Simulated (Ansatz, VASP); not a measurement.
## TiAl in VASP and in Ansatz

POSCAR

```
TiAl
1.0
    2.8107518100      0.0000000000      0.0000000000
    0.0000000000      2.8107518100      0.0000000000
    0.0000000000      0.0000000000      4.0664219200
Ti Al
1 1
Direct
    0.5000000000      0.5000000000      0.5000000000
    0.0000000000      0.0000000000      0.0000000000
```

INCAR.step1

```
ALGO = Normal ; EDIFF = 1E-4
ENCUT = 600 ; GGA = PE
ISMEAR = 0 ; LASPH = T
LCHARG = F ; LREAL = F
LWAVE = T ; NELM = 100
PREC = Accurate ; SIGMA = 0.1
```

The input INCAR.step2:

```
ALGO = Normal ; BPARAM = 11.95
CPARAM = 0.0093 ; EDIFF = 1E-6
EDIFFG = -0.002 ; ENCUT = 600
IBRION = 2 ; ISIF = 3
ISMEAR = 0 ; ISTART = 1
IVDW_NL = 2 ; LASPH = T
LCHARG = F ; LMIXTAU = T
LREAL = F ; LUSE_VDW = T
LWAVE = F ; METAGGA = R2SCAN
NELM = 100 ; NSW = 100
PREC = Accurate ; SIGMA = 0.1
```

Contents of KPOINTS:

```
k-points
0
Gamma
  14 14 10
```

Input for Ansatz:

```yaml
crystal:
  lattice:
    - [2.81075181, 0.0, 0.0]
    - [0.0, 2.81075181, 0.0]
    - [0.0, 0.0, 4.06642192]
  atoms:
    - { symbol: Ti, position: [0.5, 0.5, 0.5] }
    - { symbol: Al, position: [0.0, 0.0, 0.0] }
basis:
  ecutwfc: 500
kpoints:
  mp_grid: { grid: [14, 14, 10] }
hamiltonian:
  xc: r2scan
  dispersion: rvv10
  pseudopotentials: { kind: paw, azcp: { folder: soft_1 } }
scf:
  occupations: { method: gaussian, width: 0.1 }
output:
  forces: true
  stress: true
  eigenvalues: true
  write_density: true
  write_potential: true
  elf: true
  volumetric_format: npy
relax:
  adjacent_minimum: "off"
  f_tol: 0.002
  max_steps: 80
  cell: { stress_tol: 0.02 }
```

Alike in both runs: task relaxation of cell and atoms; functional r2SCAN; dispersion rVV10; k mesh 14 × 14 × 10; occupations gaussian, width 0.1 eV; no spin polarisation.

|  | VASP | Ansatz |
| --- | --- | --- |
| version | VASP 6.6.1 | Ansatz 0.2.0 |
| potentials or method | VASP PAW PBE potentials, release 64 (Ti_sv, Al), cutoff 600 eV | scalar-relativistic, plane waves, PAW |
| valence electrons in the cell | 15 | 15 |

Ansatz gave:

- gap on the k mesh at the Fermi level, each at its own relaxed structure (eV): none
- relaxed volume (Å³/atom): 15.97
- relaxed cell length with the largest relative difference (Å): 2.805

What did VASP give for the same quantities?

gap on the k mesh at the Fermi level, each at its own relaxed structure (eV): none; relaxed volume (Å³/atom): 15.99; relaxed cell length with the largest relative difference (Å): 2.807.

VASP's potentials were made for PBE, not for r2SCAN. A gap of «none» marks a metal or a gap that the smearing closes.
